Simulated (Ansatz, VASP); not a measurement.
# One calculation of InAs, two programs

```
CELL_PARAMETERS angstrom
4.79348 0.00000 0.00000
-2.39674 4.15128 0.00000
0.00000 0.00000 2.94920
ATOMIC_POSITIONS crystal
In 0.00000 0.00000 0.00000
As 0.66667 0.33333 0.00000
```

Alike in both runs: task single point; functional PBE; k mesh 7 × 7 × 9; occupations fermi-dirac, width 0.05 eV; no spin polarisation.

|  | VASP | Ansatz |
| --- | --- | --- |
| version | VASP 6.6.1 | Ansatz 0.2.0 |
| potentials or method | VASP PAW PBE potentials, release 64 (In_d, As) | Ansatz PAW soft_1 |
| plane-wave cutoff (eV) | 500 | 420 |
| valence electrons in the cell | 18 | 28 |

Ansatz gave:

* gap on the k mesh at the Fermi level (eV): none
* pressure (GPa): 0.2
* traceless stress, the component that is largest in VASP (GPa): 0.52

What did VASP give for the same quantities?

gap on the k mesh at the Fermi level (eV): none; pressure (GPa): 0.2; traceless stress, the component that is largest in VASP (GPa): 0.50.

A gap of «none» marks a metal or a gap that the smearing closes. The functional is the same, so the differences come from potentials, cutoffs and numerics. VASP's potentials hold 18 valence electrons a cell and Ansatz's 28, so a difference there can come from the potentials and not from the codes.
